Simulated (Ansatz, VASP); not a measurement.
# One calculation of Na, two programs

```xyz
2
Lattice="3.7293 0.0000 0.0000 -1.8647 3.2297 0.0000 0.0000 0.0000 6.1540" Properties=species:S:1:pos:R:3 pbc="T T T"
Na    1.8647    1.0766    4.6155
Na    0.0000    2.1531    1.5385
```

Alike in both runs: functional PBEsol; k mesh 7 × 7 × 4; occupations fermi-dirac, width 0.05 eV; no spin polarisation.

|  | VASP | Ansatz |
| --- | --- | --- |
| version | VASP 6.6.1 | Ansatz 0.2.0 |
| potentials or method | VASP PAW PBE potentials, release 64 (Na_pv) | Ansatz PAW |
| plane-wave cutoff (eV) | 520 | 420 |
| valence electrons in the cell | 14 | 18 |
| task | single point | band structure |

|  | VASP | Ansatz | Ansatz less VASP |
| --- | --- | --- | --- |
| gap on the k mesh at the Fermi level (eV) | none | none | - |
| pressure (GPa) | -0.1 | -0.2 | -0.02 |
| traceless stress, the component that is largest in VASP (GPa) | 0.10 | 0.10 | 0.000 |

VASP's potentials were made for PBE, not for PBEsol. A gap of «none» marks a metal or a gap that the smearing closes. The functional is the same, so the differences come from potentials, cutoffs and numerics. VASP's potentials hold 14 valence electrons a cell and Ansatz's 18, so a difference there can come from the potentials and not from the codes.
